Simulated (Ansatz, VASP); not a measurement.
## Ag: VASP beside Ansatz

```
Ag
1.0
     0.00000    2.04310    2.06353
     2.04310    0.00000    2.06353
     2.04310    2.04310    0.00000
Ag
1
Direct
  0.00000 0.00000 0.00000
```

Change from the starting cell: zz strain of +1 %, crystal datasets.

Alike in both runs: task electric field gradients; functional PBEsol; k mesh 15 × 15 × 15; occupations fermi-dirac, width 0.03 eV; no spin polarisation.

|  | VASP | Ansatz |
| --- | --- | --- |
| version | VASP 6.6.1 | Ansatz 0.2.0 |
| potentials or method | VASP PAW PBE potentials, release 64 (Ag), cutoff 400 eV | all-electron PAW with datasets made for the crystal, scalar-relativistic |

Ansatz gave:

```
pressure (GPa)                                       : -3.8
size of Vzz on the site where it differs most (V/Å²) : 1.0
```

Q: What did VASP give for the same quantities?

A: Pressure (GPa): -4.2; size of Vzz on the site where it differs most (V/Å²): 0.7.

VASP's potentials were made for PBE, not for PBEsol. Ansatz ran all-electron here, and VASP with PAW potentials.
